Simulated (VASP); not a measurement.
GaAs, 2 atoms in the cell. The structure is tetragonal, space group I-4m2 (No. 119). The conventional cell has a = 3.859 Å, b = 3.859 Å, c = 6.033 Å, α = 90.00°, β = 90.00°, γ = 90.00°. Ga (site symmetry -4m2) has 4 As at 2.45 Å within 3.2 Å. As (site symmetry -4m2) has 4 Ga at 2.45 Å within 3.2 Å.  This cell differs from its parent crystal: strain -0.050 along x and y, +0.050 along z.

```yaml
Program: VASP 6.6.1
Task: single point
Functional: PBE
Potentials_or_basis: VASP PAW PBE potentials, release 64 (Ga_d, As)
Cutoff: 500 eV
k_mesh: 10 × 10 × 10
Occupations: gaussian, width 0.03 eV
Spin: no spin polarisation
Dipole_correction: no
Further_INCAR_settings: ALGO = Normal; EDIFF = 1e-06; NBANDS = 16
```

Potentials or basis: VASP PAW PBE potentials, release 64 (Ga_d, As).

Launch:

```console
$ cat potpaw_PBE.64/Ga_d/POTCAR potpaw_PBE.64/As/POTCAR > POTCAR
$ mpirun -np 1 vasp_std > vasp.out
```

Hardware: 1 thread of Intel Xeon 6975P-C, with other jobs on the host.

Q: Estimate the wall time of this run.

A: It took 53 s on 1 thread of Intel Xeon 6975P-C, with other jobs on the host, peak memory 0.21 GiB. Counts: scf iterations 12, k points 102.
